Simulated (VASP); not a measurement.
Wanted: the native input for a VASP 6.6.1 run.

- Task: single point
- Functional: r2SCAN
- Potentials or basis: VASP PAW PBE potentials, release 64 (Ti_sv, H)
- Cutoff: 520 eV
- k mesh: 14 × 14 × 9
- Occupations: gaussian, width 0.1 eV
- Spin: no spin polarisation
- Dipole correction: no
- Further INCAR settings: ALGO = Normal; EDIFF = 1e-07; NBANDS = 21

The system is TiH.

```
CELL_PARAMETERS angstrom
2.94694 0.00000 0.00000
0.00000 2.94694 0.00000
0.00000 0.00000 4.55791
ATOMIC_POSITIONS crystal
Ti 0.50000 0.00000 0.50000
Ti 0.00000 0.50000 0.00000
H 0.00000 0.00000 0.25000
H 0.00000 0.00000 0.75000
```

One way to write it, as run:

POSCAR

```
TiH
1.0
    2.9469414592      0.0000000000      0.0000000000
    0.0000000000      2.9469414592      0.0000000000
    0.0000000000      0.0000000000      4.5579059195
Ti H
2 2
Direct
    0.5000000000      0.0000000000      0.5000000000
    0.0000000000      0.5000000000      0.0000000000
    0.0000000000      0.0000000000      0.2500000000
    0.0000000000      0.0000000000      0.7500000000
```

INCAR.step1

```
ALGO = Normal
EDIFF = 1E-4
ENCUT = 520
GGA = PE
ISMEAR = 0
LASPH = True
LCHARG = False
LREAL = False
LWAVE = True
NBANDS = 21
NELM = 60
PREC = Accurate
SIGMA = 0.1
```

INCAR.step2

```
ALGO = Normal
EDIFF = 1E-7
ENCUT = 520
ISIF = 2
ISMEAR = 0
ISTART = 1
LASPH = True
LCHARG = False
LMIXTAU = True
LREAL = False
LWAVE = False
METAGGA = R2SCAN
NBANDS = 21
NELM = 60
PREC = Accurate
SIGMA = 0.1
```

KPOINTS

```
k-points
0
Gamma
  14 14 9
```

Potentials or basis: VASP PAW PBE potentials, release 64 (Ti_sv, H).

Command:

```sh
$ cat potpaw_PBE.64/Ti_sv/POTCAR potpaw_PBE.64/H/POTCAR > POTCAR
$ cp INCAR.step1 INCAR
$ mpirun -np 1 vasp_std > vasp.out
$ cp INCAR.step2 INCAR
$ mpirun -np 1 vasp_std > vasp.out
```

Results of the run:

```json
{
  "Pressure": "0.4 GPa",
  "Band gap on the k mesh": "zero (bands 13 and 14 overlap by 0.68 eV)"
}
```

Caveat: the PAW data sets were made with another functional, which shifts forces and pressure a little.

Wall time 11 min on 1 thread of Oxide Virtual Turin-like Processor (shared host), peak memory 0.22 GiB.
